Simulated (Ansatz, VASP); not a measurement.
## One calculation of AlCo, two programs

POSCAR

```
AlCo
1.0
    2.8520183611      0.0000000000      0.0000000000
    0.0000000000      2.8520183611      0.0000000000
    0.0000000000      0.0000000000      2.8520183611
Al Co
1 1
Direct
    0.0000000000      0.0000000000      0.0000000000
    0.5000000000      0.5000000000      0.5000000000
```

Contents of INCAR.step1:

```
PREC     = Accurate       # precision mode
ENCUT    = 520            # plane-wave cutoff, eV
ISMEAR   = 0              # smearing method
SIGMA    = 0.1            # smearing width, eV
LREAL    = False          # projectors in reciprocal space
LASPH    = True           # aspherical terms in the spheres
NELM     = 150            # most SCF steps
ISPIN    = 2              # spin polarisation
MAGMOM   = 0 0.16         # initial moments
LMAXMIX  = 4              # l up to which the mixer works
NBANDS   = 17             # bands
GGA      = PE             # functional
ALGO     = Normal         # electronic algorithm
EDIFF    = 1E-4           # SCF threshold, eV
LWAVE    = True           # write WAVECAR
LCHARG   = False          # write CHGCAR
```

INCAR.step2

```
PREC     = Accurate       # precision mode
ENCUT    = 520            # plane-wave cutoff, eV
EDIFF    = 1E-7           # SCF threshold, eV
ISMEAR   = 0              # smearing method
SIGMA    = 0.1            # smearing width, eV
LREAL    = False          # projectors in reciprocal space
LASPH    = True           # aspherical terms in the spheres
NELM     = 150            # most SCF steps
ALGO     = Normal         # electronic algorithm
ISIF     = 2              # what is computed and relaxed
LWAVE    = False          # write WAVECAR
LCHARG   = True           # write CHGCAR
ISPIN    = 2              # spin polarisation
MAGMOM   = 0 0.16         # initial moments
LORBIT   = 11             # projections on sites
LMAXMIX  = 4              # l up to which the mixer works
METAGGA  = R2SCAN         # meta-GGA
LMIXTAU  = True         
LELF     = True           # ELF
LVHAR    = True         
NBANDS   = 17             # bands
ISTART   = 1
```

Contents of KPOINTS:

```
Automatic mesh
0
Gamma
  14 14 14
```

Input for Ansatz:

```yaml
crystal:
  lattice:
    - [2.8520183611, 0.0, 0.0]
    - [0.0, 2.8520183611, 0.0]
    - [0.0, 0.0, 2.8520183611]
  atoms:
    - { symbol: Al, position: [0.0, 0.0, 0.0] }
    - { symbol: Co, position: [0.5, 0.5, 0.5], spin: 0.16 }
basis:
  ecutwfc: 500
kpoints:
  mp_grid: { grid: [14, 14, 14] }
hamiltonian:
  xc: r2scan
scf:
  occupations: { method: gaussian, width: 0.1 }
output:
  forces: true
  stress: true
  eigenvalues: true
  populations: true
magnetization:
  spin_polarized: true
```

Alike in both runs: task single point; functional r2SCAN; k mesh 14 × 14 × 14; occupations gaussian, width 0.1 eV; collinear spin.

|  | VASP | Ansatz |
| --- | --- | --- |
| version | VASP 6.6.1 | Ansatz 0.2.0 |
| potentials or method | VASP PAW PBE potentials, release 64 (Al, Co), cutoff 520 eV | scalar-relativistic, plane waves, PAW |
| valence electrons in the cell | 12 | 20 |

Ansatz gave:

* gap on the k mesh at the Fermi level (eV): none
* pressure (GPa): -5.4
* net moment per atom (μB): 0.05
* size of the moment on the site where the two differ most (μB): 0.17

Task: Which values does VASP return?

Result: gap on the k mesh at the Fermi level (eV): none; pressure (GPa): -6.0; net moment per atom (μB): 0.00; size of the moment on the site where the two differ most (μB): 0.00.

VASP's potentials were made for PBE, not for r2SCAN. Site moments also hang on the region over which each program counts them. A gap of «none» marks a metal or a gap that the smearing closes. VASP's potentials hold 12 valence electrons a cell and Ansatz's 20, so a difference there can come from the potentials and not from the codes. Ansatz's warnings: stability check not made.
